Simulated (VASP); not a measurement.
# Pb (Fm-3m) in VASP: further runs

Pb is run at these levels: PBE; tasks: single point.

Program: VASP 6.6.1. These are calculated values, not measurements. Logs are shortened: lines on timing, memory, paths and dates and some standing lists are left out, and cuts for length are marked.

### 1 The cell of the first run

The structure is cubic, space group Fm-3m (No. 225). The conventional cell has a = 4.940 Å, b = 4.940 Å, c = 4.940 Å, α = 90.00°, β = 90.00°, γ = 90.00°. Within 4.6 Å of Pb (site symmetry m-3m) lie 12 Pb at 3.49 Å.

### 2 Single point, PBE

File INCAR:

```
SYSTEM = Pb
  ALGO = Normal
  EDIFF = 1E-6
  ENCUT = 520
  GGA = PE
  ISIF = 2
  ISMEAR = 1
  LASPH = .TRUE.
  LCHARG = .FALSE.
  LREAL = .FALSE.
  LWAVE = .FALSE.
  NBANDS = 13
  NELM = 100
  PREC = Accurate
  SIGMA = 0.2
```

File KPOINTS:

```
k-points
0
G
  12 12 12
  0 0 0
```

File POSCAR:

```
Pb
1.0
    0.0000000000      2.4698000000      2.4698000000
    2.4698000000      0.0000000000      2.4698000000
    2.4698000000      2.4698000000      0.0000000000
Pb
1
Direct
    0.0000000000      0.0000000000      0.0000000000
```

Potentials or basis: VASP PAW PBE potentials, release 64 (Pb_d).

On the command line:

```sh
$ cat potpaw_PBE.64/Pb_d/POTCAR > POTCAR
$ mpirun -np 1 vasp_std > vasp.out
```

OUTCAR:

```text
SYSTEM = Pb
   EDIFF = 1E-6
   ENCUT = 520
   GGA = PE
   ISIF = 2
   ISMEAR = 1
   LASPH = .TRUE.
   LREAL = .FALSE.
   NELM = 100
   PREC = Accurate

 ion  position               nearest neighbor table
   1  0.000  0.000  0.000-

  LATTYP: Found a face centered cubic cell.
 ALAT       =     4.9396000000

  Lattice vectors:

 A1 = (   0.0000000000,   2.4698000000,   2.4698000000)
 A2 = (   2.4698000000,   0.0000000000,   2.4698000000)
 A3 = (   2.4698000000,   2.4698000000,   0.0000000000)

Analysis of symmetry for initial positions (statically):
=====================================================================
 Subroutine PRICEL returns:
 Original cell was already a primitive cell.

 Routine SETGRP: Setting up the symmetry group for a
 face centered cubic supercell.

 Subroutine GETGRP returns: Found 48 space group operations
 (whereof 48 operations were pure point group operations)
 out of a pool of 48 trial point group operations.

The static configuration has the point symmetry O_h .

Analysis of symmetry for dynamics (positions and initial velocities):
=====================================================================
 Subroutine PRICEL returns:
 Original cell was already a primitive cell.

 Routine SETGRP: Setting up the symmetry group for a
 face centered cubic supercell.

 Subroutine GETGRP returns: Found 48 space group operations
 (whereof 48 operations were pure point group operations)
 out of a pool of 48 trial point group operations.

The dynamic configuration has the point symmetry O_h .

 Subroutine INISYM returns: Found 48 space group operations
 (whereof 48 operations are pure point group operations),
 and found     1 'primitive' translations

----------------------------------------------------------------------------------------

                                     Primitive cell

  volume of cell :      30.1311

  direct lattice vectors                    reciprocal lattice vectors
     0.000000000  2.469800000  2.469800000    -0.202445542  0.202445542  0.202445542
     2.469800000  0.000000000  2.469800000     0.202445542 -0.202445542  0.202445542
     2.469800000  2.469800000  0.000000000     0.202445542  0.202445542 -0.202445542

  length of vectors
     3.492824656  3.492824656  3.492824656     0.350645965  0.350645965  0.350645965

  position of ions in fractional coordinates (direct lattice)
     0.000000000  0.000000000  0.000000000

  ion indices of the primitive-cell ions
   primitive index   ion index
                 1           1

----------------------------------------------------------------------------------------

 KPOINTS: k-points

Automatic generation of k-mesh.
 Grid dimensions read from file:
 generate k-points for:   12   12   12

 Generating k-lattice:

  Cartesian coordinates                     Fractional coordinates (reciprocal lattice)
    -0.016870462  0.016870462  0.016870462     0.083333333  0.000000000  0.000000000
     0.016870462 -0.016870462  0.016870462     0.000000000  0.083333333  0.000000000
     0.016870462  0.016870462 -0.016870462     0.000000000  0.000000000  0.083333333

  Length of vectors
     0.029220497  0.029220497  0.029220497

  Shift w.r.t. Gamma in fractional coordinates (k-lattice)
     0.000000000  0.000000000  0.000000000

 Subroutine IBZKPT returns following result:
 ===========================================

 Found     72 irreducible k-points:

 Following reciprocal coordinates:
            Coordinates               Weight
  0.000000  0.000000  0.000000      1.000000
  0.083333  0.000000  0.000000      8.000000
  0.166667  0.000000  0.000000      8.000000
  0.250000  0.000000  0.000000      8.000000
  0.333333  0.000000  0.000000      8.000000
  0.416667  0.000000  0.000000      8.000000
[... 16 lines left out ...]
  0.500000  0.166667  0.000000     24.000000
 -0.416667  0.166667  0.000000     24.000000
 [... further k-points ...]
   k-points           NKPTS =     72   k-points in BZ     NKDIM =     72   number of bands    NBANDS=     13
   number of dos      NEDOS =    301   number of ions     NIONS =      1
   total plane-waves  NPLWV =  21952
   dimension x,y,z NGX =    28 NGY =   28 NGZ =   28
   dimension x,y,z NGXF=    56 NGYF=   56 NGZF=   56
   ions per type =               1
   NGX,Y,Z   is equivalent  to a cutoff of  13.33, 13.33, 13.33 a.u.
   NGXF,Y,Z  is equivalent  to a cutoff of  26.65, 26.65, 26.65 a.u.
 SYSTEM =  Pb
   PREC   = accura    normal or accurate (medium, high low for compatibility)
   ISTART =      0    job   : 0-new  1-cont  2-samecut
   ICHARG =      2    charge: 1-file 2-atom 10-const
   ISPIN  =      1    spin polarized calculation?
   LNONCOLLINEAR =      F non collinear calculations
   LSORBIT =      F    spin-orbit coupling
   LASPH  =      T    aspherical Exc in radial PAW
   ENCUT  =  520.0 eV  38.22 Ry    6.18 a.u.   6.49  6.49  6.49*2*pi/ulx,y,z
   NELM   =    100;   NELMIN=  2; NELMDL= -5     # of ELM steps
   EDIFF  = 0.1E-05   stopping-criterion for ELM
   LREAL  =      F    real-space projection
[... 7 lines left out ...]
   TEBEG  =    0.0;   TEEND  =   0.0 temperature during run
   PSTRESS=    0.0 pullay stress
   NELECT =      14.0000    total number of electrons
   NUPDOWN=      -1.0000    fix difference up-down
   EMIN   =  10.00;   EMAX   =-10.00  energy-range for DOS
   EFERMI =   0.00;   METHOD = LEGACY
   ISMEAR =     1;   SIGMA  =   0.20  broadening in eV -4-tet -1-fermi 0-gaus
   EFERMI_NEDOS =   21; number of points for ismear=-14 and -15
   IALGO  =     38    algorithm
   IMIX   =      4    mixing-type and parameters
     AMIX     =   0.40;   BMIX     =  1.00
     AMIX_MAG =   1.60;   BMIX_MAG =  1.00
  volume/ion in A,a.u.               =      30.13       203.33
  Fermi-wavevector in a.u.,A,eV,Ry     =   1.267980  2.396135 21.875082  1.607773
  Thomas-Fermi vector in A             =   2.401099
   LORBIT       =      0    0 simple, 1 ext, 2 COOP (PROOUT), +10 PAW based schemes
   GGA     = PE    functional components
   LHFCALC =     F    Hartree Fock is set to
   AEXX    =    0.0000 exact exchange contribution
   IVDW    =     0    specifies the selected vdW correction
   LEPSILON=     F    determine dielectric tensor
   LRPA    =     F    only Hartree local field effects (RPA)
 non-spin polarized calculation
 Methfessel and Paxton  Order N= 1 SIGMA  =   0.20
  energy-cutoff  :      520.00
  volume of cell :       30.13
 maximum number of plane-waves:       869
 NGX is ok and might be reduce to    28
   NGX = 13   NGY = 13   NGZ = 13

 number of electron      13.9999999 magnetization

 Free energy of the ion-electron system (eV)
  ---------------------------------------------------
  ext. energy  EPLUGINS =         0.00000000
  ---------------------------------------------------
  free energy    TOTEN  =        -3.53506156 eV

  energy without entropy =       -3.52920619  energy(sigma->0) =       -3.53310977

 E-fermi :   7.3984     XC(G=0): -10.2139

 val. band max:        7.3945287156   @ k =  -0.2500   0.0833   0.0000
 cond. band min:       7.4530492217   @ k =  -0.4167   0.4167   0.0833
 fundamental gap:      0.0585205061
 Fermi energy:         7.3983658673

 k-point     1 :       0.0000    0.0000    0.0000
  band No.  band energies     occupation
      1      -9.7188      2.00000
      2      -9.7188      2.00000
      3      -9.7188      2.00000
      4      -9.5762      2.00000
      5      -9.5762      2.00000
      6      -4.4424      2.00000
      7      14.8235      0.00000
      8      14.8235      0.00000
      9      14.8235      0.00000
     10      17.1215      0.00000
     11      18.7763      0.00000
     12      19.8861      0.00000
     13      19.8861      0.00000

 k-point     2 :       0.0833    0.0000    0.0000
  band No.  band energies     occupation
      1      -9.7190      2.00000
      2      -9.7086      2.00000
      3      -9.7086      2.00000
      4      -9.5766      2.00000
      5      -9.5766      2.00000
      6      -4.3078      2.00000
      7      13.2821      0.00000
      8      14.6563      0.00000
      9      14.6563      0.00000
     10      16.8496      0.00000
     11      19.4235      0.00000
     12      20.1841      0.00000
     13      20.1841      0.00000

 k-point     3 :       0.1667    0.0000    0.0000
  band No.  band energies     occupation
      1      -9.7212      2.00000
      2      -9.6887      2.00000
      3      -9.6887      2.00000
      4      -9.5703      2.00000
      5      -9.5703      2.00000
      6      -3.9035      2.00000
      7      10.6825     -0.00000
      8      14.2523      0.00000
      9      14.2523      0.00000
     10      16.5474      0.00000
     11      19.9891      0.00000
     12      20.5477      0.00000
     13      20.5558      0.00000
[... 305 lines left out ...]
 k-point    23 :       0.5000    0.1667    0.0000
  band No.  band energies     occupation
      1      -9.7531      2.00000
      2      -9.6800      2.00000
      3      -9.6406      2.00000
      4      -9.5123      2.00000
      5      -9.4351      2.00000
      6      -0.6686      2.00000
      7       4.0271      2.00000
      8      10.0578     -0.00000
      9      11.6948      0.00000
     10      14.9510      0.00000
     11      19.7273      0.00000
     12      20.5193      0.00000
     13      21.6780      0.00000

 k-point    24 :      -0.4167    0.1667    0.0000
  band No.  band energies     occupation
      1      -9.7394      2.00000
      2      -9.6821      2.00000
      3      -9.6465      2.00000
      4      -9.4931      2.00000
      5      -9.4568      2.00000
      6      -0.4941      2.00000
      7       3.7794      2.00000
      8       9.5960     -0.00000
      9      12.1349      0.00000
     10      15.2044      0.00000
     11      19.3033      0.00000
     12      20.0902      0.00000
     13      22.5116      0.00000

 [... further k-points ...]

------------------------ aborting loop because EDIFF is reached ----------------------------------------

  FORCE on cell =-STRESS in cart. coord.  units (eV):
  Direction    XX          YY          ZZ          XY          YZ          ZX
  --------------------------------------------------------------------------------------
  -------------------------------------------------------------------------------------
  Total        0.5492825      0.5492825      0.5492825      0.0000000      0.0000000     -0.0000000
  in kB       29.2072733     29.2072733     29.2072733      0.0000000      0.0000000     -0.0000000
  external PRESSURE =      29.2072733 kB  Pullay stress =       0.0000000 kB

 VOLUME and BASIS-vectors are now :
 -----------------------------------------------------------------------------
  energy-cutoff  :      520.00
  volume of cell :       30.13
      direct lattice vectors                 reciprocal lattice vectors
     0.000000000  2.469800000  2.469800000    -0.202445542  0.202445542  0.202445542
     2.469800000  0.000000000  2.469800000     0.202445542 -0.202445542  0.202445542
     2.469800000  2.469800000  0.000000000     0.202445542  0.202445542 -0.202445542

 POSITION                                       TOTAL-FORCE (eV/Angst)
 -----------------------------------------------------------------------------------
      0.00000      0.00000      0.00000        -0.000000     -0.000000     -0.000000
 -----------------------------------------------------------------------------------
    total drift:                               -0.000000     -0.000000     -0.000000

  FREE ENERGIE OF THE ION-ELECTRON SYSTEM (eV)
  ---------------------------------------------------
  free  energy   TOTEN  =        -3.5350615571 eV

  energy  without entropy=       -3.5292061940  energy(sigma->0) =       -3.53310977
```

Run time: 26 s. Hardware: 1 thread of AMD EPYC 7R43 (Zen 3), shared host; peak memory 0.14 GiB.

Results:

```yaml
Free_energy: -3.5351 eV
Pressure: 2.9 GPa
Band_gap_on_the_k_mesh: zero (band 7 reaches 14.82 eV, above the bottom of band 8 at 5.80 eV)
```

Levels at points of the mesh, in eV from the Fermi level:
```
           k point  band 5  band 6  band 7  band 8  band 9  band 10
(0.00, 0.00, 0.00)  -16.97  -11.84    7.43    7.43    7.43     9.72
(0.50, 0.00, 0.00)  -16.84   -8.18   -4.28    5.57    5.57     9.20
(0.50, 0.50, 0.00)  -16.80   -6.75   -3.34    2.01    2.01     5.35
```

Caveat: spin-orbit coupling is left out, which moves the levels of the heavy elements.

### 3 Single point, PBE

File INCAR:

```
SYSTEM = Pb
PREC = Accurate
ENCUT = 520
EDIFF = 1E-6
ISMEAR = -1
SIGMA = 0.15
LREAL = .False.
LASPH = .True.
NELM = 80
ALGO = Normal
ISIF = 2
LWAVE = .False.
LCHARG = .True.
GGA = PE
LELF = .True.
LVHAR = .True.
NBANDS = 13
```

File KPOINTS:

```
Automatic mesh
0
Gamma
  12 12 12
  0 0 0
```

POSCAR is that of step 2.

Potentials or basis: VASP PAW PBE potentials, release 64 (Pb_d).

On the command line:

```sh
$ cat potpaw_PBE.64/Pb_d/POTCAR > POTCAR
$ mpirun -np 1 vasp_std > vasp.out
```

OUTCAR:

```text
SYSTEM = Pb
   PREC = Accurate
   ENCUT = 520
   EDIFF = 1E-6
   ISMEAR = -1
   LREAL = .False.
   LASPH = .True.
   NELM = 80
   ISIF = 2
   GGA = PE

 ion  position               nearest neighbor table
   1  0.000  0.000  0.000-

  LATTYP: Found a face centered cubic cell.
 ALAT       =     4.9396000000

  Lattice vectors:

 A1 = (   0.0000000000,   2.4698000000,   2.4698000000)
 A2 = (   2.4698000000,   0.0000000000,   2.4698000000)
 A3 = (   2.4698000000,   2.4698000000,   0.0000000000)

Analysis of symmetry for initial positions (statically):
=====================================================================
 Subroutine PRICEL returns:
 Original cell was already a primitive cell.

 Routine SETGRP: Setting up the symmetry group for a
 face centered cubic supercell.

 Subroutine GETGRP returns: Found 48 space group operations
 (whereof 48 operations were pure point group operations)
 out of a pool of 48 trial point group operations.

The static configuration has the point symmetry O_h .

Analysis of symmetry for dynamics (positions and initial velocities):
=====================================================================
 Subroutine PRICEL returns:
 Original cell was already a primitive cell.

 Routine SETGRP: Setting up the symmetry group for a
 face centered cubic supercell.

 Subroutine GETGRP returns: Found 48 space group operations
 (whereof 48 operations were pure point group operations)
 out of a pool of 48 trial point group operations.

The dynamic configuration has the point symmetry O_h .

 Subroutine INISYM returns: Found 48 space group operations
 (whereof 48 operations are pure point group operations),
 and found     1 'primitive' translations

----------------------------------------------------------------------------------------

                                     Primitive cell
[... 114 lines left out ...]
   GGA     = PE    functional components
   LHFCALC =     F    Hartree Fock is set to
   AEXX    =    0.0000 exact exchange contribution
   IVDW    =     0    specifies the selected vdW correction
   LEPSILON=     F    determine dielectric tensor
   LRPA    =     F    only Hartree local field effects (RPA)
 non-spin polarized calculation
  energy-cutoff  :      520.00
  volume of cell :       30.13
 maximum number of plane-waves:       869
 NGX is ok and might be reduce to    28
   NGX = 13   NGY = 13   NGZ = 13

 number of electron      13.9999999 magnetization

 Free energy of the ion-electron system (eV)
  ---------------------------------------------------
  ext. energy  EPLUGINS =         0.00000000
  ---------------------------------------------------
  free energy    TOTEN  =        -3.56290053 eV

  energy without entropy =       -3.51707541  energy(sigma->0) =       -3.53998797

 E-fermi :   7.3872     XC(G=0): -10.2144

 val. band max:        7.3611727368   @ k =  -0.3333   0.2500   0.0000
 cond. band min:       7.3939999573   @ k =  -0.2500   0.0833   0.0000
 fundamental gap:      0.0328272204
 Fermi energy:         7.3871503116

 k-point     1 :       0.0000    0.0000    0.0000
  band No.  band energies     occupation
      1      -9.7205      2.00000
      2      -9.7205      2.00000
      3      -9.7205      2.00000
      4      -9.5779      2.00000
      5      -9.5779      2.00000
      6      -4.4431      2.00000
      7      14.8228      0.00000
      8      14.8228      0.00000
      9      14.8228      0.00000
     10      17.1213      0.00000
     11      18.7760      0.00000
     12      19.8855      0.00000
     13      19.8855      0.00000
[... 354 lines left out ...]
  band No.  band energies     occupation
      1      -9.7411      2.00000
      2      -9.6838      2.00000
      3      -9.6482      2.00000
      4      -9.4948      2.00000
      5      -9.4586      2.00000
      6      -0.4949      2.00000
      7       3.7790      2.00000
      8       9.5954      0.00000
      9      12.1343      0.00000
     10      15.2042      0.00000
     11      19.3028      0.00000
     12      20.0897      0.00000
     13      22.5111      0.00000

 [... further k-points ...]

------------------------ aborting loop because EDIFF is reached ----------------------------------------

  FORCE on cell =-STRESS in cart. coord.  units (eV):
  Direction    XX          YY          ZZ          XY          YZ          ZX
  --------------------------------------------------------------------------------------
  -------------------------------------------------------------------------------------
  Total        0.5449053      0.5449053      0.5449053      0.0000000     -0.0000000      0.0000000
  in kB       28.9745212     28.9745212     28.9745212      0.0000000     -0.0000000      0.0000000
  external PRESSURE =      28.9745212 kB  Pullay stress =       0.0000000 kB

 VOLUME and BASIS-vectors are now :
 -----------------------------------------------------------------------------
  energy-cutoff  :      520.00
  volume of cell :       30.13
      direct lattice vectors                 reciprocal lattice vectors
     0.000000000  2.469800000  2.469800000    -0.202445542  0.202445542  0.202445542
     2.469800000  0.000000000  2.469800000     0.202445542 -0.202445542  0.202445542
     2.469800000  2.469800000  0.000000000     0.202445542  0.202445542 -0.202445542

 POSITION                                       TOTAL-FORCE (eV/Angst)
 -----------------------------------------------------------------------------------
      0.00000      0.00000      0.00000         0.000000     -0.000000      0.000000
 -----------------------------------------------------------------------------------
    total drift:                               -0.000000     -0.000000     -0.000000

  FREE ENERGIE OF THE ION-ELECTRON SYSTEM (eV)
  ---------------------------------------------------
  free  energy   TOTEN  =        -3.5629005339 eV

  energy  without entropy=       -3.5170754103  energy(sigma->0) =       -3.53998797
```

OSZICAR:

```text
N       E                     dE             d eps       ncg     rms          rms(c)
DAV:   1     0.105754190183E+03    0.10575E+03   -0.71725E+03  1907   0.128E+03
DAV:   2     0.144795554270E+01   -0.10431E+03   -0.10095E+03  1937   0.315E+02
DAV:   3    -0.345615170425E+01   -0.49041E+01   -0.48830E+01  2353   0.718E+01
DAV:   4    -0.356934936678E+01   -0.11320E+00   -0.11315E+00  2316   0.117E+01
DAV:   5    -0.357451572808E+01   -0.51664E-02   -0.51661E-02  2599   0.228E+00    0.531E-01
DAV:   6    -0.356522502587E+01    0.92907E-02   -0.12700E-02  2422   0.200E+00    0.263E-01
DAV:   7    -0.356297017088E+01    0.22549E-02   -0.54895E-03  2422   0.123E+00    0.871E-02
DAV:   8    -0.356290418405E+01    0.65987E-04   -0.39887E-04  2580   0.316E-01    0.948E-03
DAV:   9    -0.356290167074E+01    0.25133E-05   -0.89533E-06  2643   0.508E-02    0.479E-03
DAV:  10    -0.356290049256E+01    0.11782E-05   -0.70128E-07  1636   0.758E-03    0.316E-04
DAV:  11    -0.356290053394E+01   -0.41374E-07   -0.56596E-08  1436   0.379E-03
   1 F= -.35629005E+01 E0= -.35399880E+01  d E =-.458251E-01
```

stdout:

```text
POSCAR found type information on POSCAR Pb
 POSCAR found :  1 types and       1 ions
 scaLAPACK will be used
 LDA part: xc-table for (Slater+PW92), standard interpolation
 POSCAR, INCAR and KPOINTS ok, starting setup
 FFT: planning ... GRIDC
 FFT: planning ... GRID_SOFT
 FFT: planning ... GRID
 WAVECAR not read
 entering main loop
```

Run time: 27 s. Hardware: 1 thread of AMD EPYC 7R43 (Zen 3), shared host; peak memory 0.13 GiB.

Results:

- Free energy: -3.5629 eV
- Pressure: 2.9 GPa
- Band gap on the k mesh: zero (band 7 reaches 14.82 eV, above the bottom of band 8 at 5.80 eV)

Caveat: spin-orbit coupling is left out, which moves the levels of the heavy elements.

(Continued in part 2 of 3.)
